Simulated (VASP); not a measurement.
Set up this calculation in VASP 6.6.1, as the native input.

```yaml
Task: single point
Functional: PBE
Potentials_or_basis: VASP PAW PBE potentials, release 64 (Sn_d)
Cutoff: 520 eV
k_mesh: 9 × 9 × 9
Occupations: fermi-dirac, width 0.03 eV
Spin: no spin polarisation
Dipole_correction: no
Further_INCAR_settings: ALGO = Normal; EDIFF = 1e-07; NBANDS = 21
```

The structure of Sn lies in POSCAR:

```
Sn
1.0
    0.0324560000      3.2618280000      3.2618280000
    3.2618280000      0.0324560000      3.2618280000
    3.2618280000      3.2618280000      0.0324560000
Sn
2
Direct
    0.5000000000      0.5000000000      0.5000000000
    0.7500000000      0.7500000000      0.7500000000
```

This cell differs from its parent crystal: equal xy, yz and zx shear strains of +1 %.

One way to write it, as run:

INCAR

```
PREC = Accurate ; ENCUT = 520
EDIFF = 1E-7 ; ISMEAR = -1
SIGMA = 0.03 ; LREAL = F
LASPH = T ; NELM = 60
ALGO = Normal ; ISIF = 2
LWAVE = F ; LCHARG = F
GGA = PE ; NBANDS = 21
```

KPOINTS

```
Automatic mesh
0
Gamma
  9 9 9
```

Potentials or basis: VASP PAW PBE potentials, release 64 (Sn_d).

The run is started by

```console
$ cat potpaw_PBE.64/Sn_d/POTCAR > POTCAR
$ mpirun -np 1 vasp_std > vasp.out
```

Results of the run:

```json
{"Pressure": "3.2 GPa", "Largest force": "0.161 eV/Å", "Band gap on the k mesh": "zero (bands 14 and 15 overlap by 0.11 eV)"}
```

Caveat: the cell differs from its parent crystal (equal xy, yz and zx shear strains of +1 %); the cell stands under pressure; spin-orbit coupling is left out, which moves the levels of the heavy elements.

Wall time 56 s on 1 thread of Intel(R) Xeon(R) 6975P-C (Granite Rapids), with other jobs on the host, peak memory 0.25 GiB.
